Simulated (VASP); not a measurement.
K3Br, 4 atoms in the cell. Symmetry: Pm-3m, No. 221, cubic system. The conventional cell has a = 5.827 Å, b = 5.827 Å, c = 5.827 Å, α = 90.00°, β = 90.00°, γ = 90.00°. Within 5.4 Å of K (site symmetry 4/mmm) lie 8 K at 4.12 Å and 4 Br at 4.12 Å. Within 5.4 Å of Br (site symmetry m-3m) lie 12 K at 4.12 Å. 

| Quantity | Value |
| --- | --- |
| Program | VASP 6.6.1 |
| Task | single point |
| Functional | PBE |
| Potentials or basis | VASP PAW PBE potentials, release 64 (K_sv, Br) |
| Cutoff | 520 eV |
| k mesh | 4 × 4 × 4 |
| Occupations | gaussian, width 0.1 eV |
| Spin | no spin polarisation |
| Dipole correction | no |
| Further INCAR settings | ALGO = Normal; EDIFF = 1e-06; NBANDS = 25 |

Potentials or basis: VASP PAW PBE potentials, release 64 (K_sv, Br).

Run with:

```sh
$ cat potpaw_PBE.64/K_sv/POTCAR potpaw_PBE.64/Br/POTCAR > POTCAR
$ mpirun -np 1 vasp_std > vasp.out
```

Hardware: 1 thread of Intel Xeon 8259CL, with other jobs on the host.

Problem. Estimate the wall time of this run.

Solution. It took 110 s on 1 thread of Intel Xeon 8259CL, on a shared host, peak memory 0.32 GiB. Counts: scf iterations 14, k points 10.
